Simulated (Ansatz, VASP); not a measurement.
## Si7B: VASP beside Ansatz

```
CELL_PARAMETERS angstrom
5.26402 0.00000 0.00000
0.00000 5.26402 0.00000
0.00000 0.00000 5.26402
ATOMIC_POSITIONS crystal
Si 0.22687 0.22687 0.22687
Si 0.00000 0.50000 0.50000
Si 0.50000 0.50000 0.00000
Si 0.50000 0.00000 0.50000
Si 0.77313 0.22687 0.77313
Si 0.77313 0.77313 0.22687
Si 0.22687 0.77313 0.77313
B 0.00000 0.00000 0.00000
```

Change from the starting cell: species swapped into the Si7Ge type (P-43m, No. 215).

Alike in both runs: functional PBE; k mesh 6 × 6 × 6; occupations gaussian, width 0.1 eV; no spin polarisation.

Ansatz relaxed the structure, and its values are those at the end. VASP's run is a single point on that final structure, the one shown.

```csv
,VASP,Ansatz
version,VASP 6.6.1,Ansatz 0.2.0
potentials or method,"VASP PAW PBE potentials, release 64 (Si, B), cutoff 520 eV","scalar-relativistic, plane waves, PAW"
valence electrons in the cell,31,31
```

```tsv
	VASP	Ansatz	Ansatz less VASP
gap on the k mesh at the Fermi level (eV)	none	none	-
pressure (GPa)	-0.1	0.0	+0.08
rms of the force components (eV/Å)	0.004	0.000	-0.0041
```

A gap of «none» marks a metal or a gap that the smearing closes.
